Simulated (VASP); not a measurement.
Input of a VASP 6.6.1 run:

INCAR

```
PREC     = Accurate       # precision mode
ENCUT    = 600            # plane-wave cutoff, eV
EDIFF    = 1E-6           # SCF threshold, eV
ISMEAR   = -1             # smearing method
SIGMA    = 0.02           # smearing width, eV
LREAL    = F              # projectors in reciprocal space
LASPH    = T              # aspherical terms in the spheres
NELM     = 120            # most SCF steps
ALGO     = Normal         # electronic algorithm
ISIF     = 2              # what is computed and relaxed
LWAVE    = F              # write WAVECAR
LCHARG   = T              # write CHGCAR
GGA      = PE             # functional
LELF     = T              # ELF
LVHAR    = T            
NBANDS   = 11             # bands
GGA_COMPAT= F
```

The input KPOINTS:

```
regular mesh
0
Gamma
  7 7 7
```

POSCAR

```
BeS
1.0
    0.0000000000      2.3733885075      2.5316144080
    2.3733885075      0.0000000000      2.5316144080
    2.3733885075      2.3733885075      0.0000000000
Be S
1 1
Direct
    0.0000000000      0.0000000000      0.0000000000
    0.2500000000      0.2500000000      0.2500000000
```

Potentials or basis: VASP PAW PBE potentials, release 64 (Be, S).

Command:

```sh
$ cat potpaw_PBE.64/Be/POTCAR potpaw_PBE.64/S/POTCAR > POTCAR
$ mpirun -np 1 vasp_std > vasp.out
```

(1) What does it give for the band gap on the k mesh?

(2) What does it give for the pressure?

Answers

(1) 2.99 eV (least direct gap 5.54 eV).

(2) 1.6 GPa.

Caveat: an odd mesh through Γ misses points on the zone boundary, where band edges can lie.
